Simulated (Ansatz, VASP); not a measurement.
Re in VASP and in Ansatz

Contents of INCAR:

```
SYSTEM = Re
PREC = Accurate
ENCUT = 520
EDIFF = 1E-8
ISMEAR = -1
SIGMA = 0.03
LREAL = .False.
LASPH = .True.
NELM = 80
ALGO = Normal
ISIF = 2
LWAVE = .False.
LCHARG = .False.
GGA = PE
LEFG = .True.
NBANDS = 10
```

The input KPOINTS:

```
regular mesh
0
Gamma
  14 14 14
  0 0 0
```

Contents of POSCAR:

```
Re
1.0
    0.0197500000      1.9848750000      1.9848750000
    1.9848750000      0.0197500000      1.9848750000
    1.9848750000      1.9848750000      0.0197500000
Re
1
Direct
    0.0000000000      0.0000000000      0.0000000000
```

Input for Ansatz:

```yaml
crystal:
  lattice:
    - [0.01975, 1.984875, 1.984875]
    - [1.984875, 0.01975, 1.984875]
    - [1.984875, 1.984875, 0.01975]
  atoms:
    - { symbol: Re, position: [0.0, 0.0, 0.0] }
kpoints:
  mp_grid: { grid: [14, 14, 14] }
scf:
  occupations: { method: fermi_dirac, width: 0.03 }
hamiltonian:
  xc: pbe
  pseudopotentials: { kind: paw }
output:
  forces: true
  stress: true
  eigenvalues: true
  efg: { contact_densities: true }
  write_density: true
  write_potential: true
  elf: true
  volumetric_format: npy
```

Change from the starting cell: equal xy, yz and zx shear strains of +1 %, PAW files.

Alike in both runs: task electric field gradients; functional PBE; k mesh 14 × 14 × 14; occupations fermi-dirac, width 0.03 eV; no spin polarisation.

|  | VASP | Ansatz |
| --- | --- | --- |
| version | VASP 6.6.1 | Ansatz 0.2.0 |
| potentials or method | VASP PAW PBE potentials, release 64 (Re) | PAW with Ansatz's default frozen-core files, scalar-relativistic |
| plane-wave cutoff (eV) | 520 | 420 |
| valence electrons in the cell | 7 | 15 |

```csv
,VASP,Ansatz,Ansatz less VASP
pressure (GPa),-9.7,-9.0,+0.70
"traceless stress, the component that is largest in VASP (GPa)",-1.54,-1.53,+0.002
size of Vzz on the site where it differs most (V/Å²),34.3,30.0,-4.39
```

VASP's potentials hold 7 valence electrons a cell and Ansatz's 15, so a difference there can come from the potentials and not from the codes.

Spin-orbit coupling is off throughout.
